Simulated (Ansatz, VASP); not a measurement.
Sb: VASP and Ansatz over several settings

```
Sb
1.0
    -1.57654    1.57654    2.71194
     1.57654   -1.57654    2.71194
     1.57654    1.57654   -2.71194
Sb
1
Direct
  0.00000 0.00000 0.00000
```

Single points on this cell with VASP 6.6.1 and Ansatz 0.2.0. Each row is one pair of runs. Alike in all rows: spin: off; VASP's potentials, cutoff: VASP PAW PBE potentials, release 64 (Sb), 520 eV; Ansatz's potentials, cutoff: Ansatz PAW, 420 eV.

| level | k mesh | smearing | gap on the k mesh at the Fermi level (eV), VASP | gap on the k mesh at the Fermi level (eV), Ansatz | pressure (GPa), VASP | pressure (GPa), Ansatz |
| --- | --- | --- | --- | --- | --- | --- |
| HSE06 | 8 × 8 × 8 | fermi-dirac, width 0.05 eV | none | none | -1.5 | -0.4 |
| PBE | 12 × 12 × 12 | gaussian, width 0.029 eV | none | none | 1.7 | 1.8 |
| PBE | 12 × 12 × 12 | gaussian, width 0.03 eV | none | none | 1.7 | 1.8 |

Pressure (GPa): the two programs differ by at most 1.05.

VASP's potentials hold 5 valence electrons a cell and Ansatz's 15, so a difference there can come from the potentials and not from the codes.

A gap of «none» marks a metal or a gap that the smearing closes.

Neither program's run includes spin-orbit coupling.
